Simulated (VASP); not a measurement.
Set up this calculation in VASP 6.6.1, as the native input.

- Task: density of states
- Functional: PBE
- Potentials or basis: VASP PAW PBE potentials, release 64 (Al, Ni)
- Cutoff: 520 eV
- k mesh: 12 × 12 × 12
- Occupations: gaussian, width 0.1 eV
- Spin: collinear spin, ferromagnetic start
- Starting moments: [0.0, 0.3, 0.3, 0.3] μB
- Dipole correction: no
- k mesh for the DOS: 18 × 18 × 18
- Occupations for the DOS: tetrahedron
- Further INCAR settings: ALGO = Normal; EDIFF = 1e-06; NBANDS = 28

Crystal: AlNi3.

```
Al Ni
1.0
     3.56668    0.00000    0.00000
     0.00000    3.56668    0.00000
     0.00000    0.00000    3.56668
Al Ni
1 3
Direct
  0.00000 0.00000 0.00000
  0.00000 0.50000 0.50000
  0.50000 0.00000 0.50000
  0.50000 0.50000 0.00000
```

These files were run (other wordings do the same):

POSCAR

```
AlNi3
1.0
    3.5666789130      0.0000000000      0.0000000000
    0.0000000000      3.5666789130      0.0000000000
    0.0000000000      0.0000000000      3.5666789130
Al Ni
1 3
Direct
    0.0000000000      0.0000000000      0.0000000000
    0.0000000000      0.5000000000      0.5000000000
    0.5000000000      0.0000000000      0.5000000000
    0.5000000000      0.5000000000      0.0000000000
```

INCAR.step1

```
SYSTEM = AlNi3
  PREC = Accurate
  ENCUT = 520
  EDIFF = 1E-6
  ISMEAR = 0
  SIGMA = 0.1
  LREAL = .False.
  LASPH = .True.
  NELM = 150
  ALGO = Normal
  ISIF = 2
  LWAVE = .False.
  LCHARG = .True.
  ISPIN = 2
  MAGMOM = 0 0.3 0.3 0.3
  LMAXMIX = 4
  GGA = PE
  NBANDS = 28
```

KPOINTS.step1

```
regular mesh
0
Gamma
  12 12 12
  0 0 0
```

INCAR.step2

```
SYSTEM = AlNi3
  PREC = Accurate
  ENCUT = 520
  EDIFF = 1E-6
  ISMEAR = -5
  SIGMA = 0.1
  LREAL = .False.
  LASPH = .True.
  NELM = 150
  ALGO = Normal
  ISIF = 2
  LWAVE = .False.
  LCHARG = .False.
  ISPIN = 2
  MAGMOM = 0 0.3 0.3 0.3
  LORBIT = 11
  LMAXMIX = 4
  GGA = PE
  NBANDS = 28
  NEDOS = 1001
  ICHARG = 11
```

KPOINTS.step2

```
regular mesh
0
Gamma
  18 18 18
  0 0 0
```

Potentials or basis: VASP PAW PBE potentials, release 64 (Al, Ni).

Launch:

```sh
$ cat potpaw_PBE.64/Al/POTCAR potpaw_PBE.64/Ni/POTCAR > POTCAR
$ cp INCAR.step1 INCAR
$ cp KPOINTS.step1 KPOINTS
$ mpirun -np 1 vasp_std > vasp.out
$ cp INCAR.step2 INCAR
$ cp KPOINTS.step2 KPOINTS
$ mpirun -np 1 vasp_std > vasp.out
```

It gave:

```json
{
  "Net moment": "0.71 μB per cell",
  "Site moments": "Al -0.01; Ni +0.26 μB",
  "Valence electrons inside the program's atomic spheres": "Al 0.80; Ni 9.38"
}
```

It took 7.8 min on 1 thread of AMD EPYC 7R43 64-Core Processor (Zen 3), with other jobs on the host, peak memory 0.43 GiB.
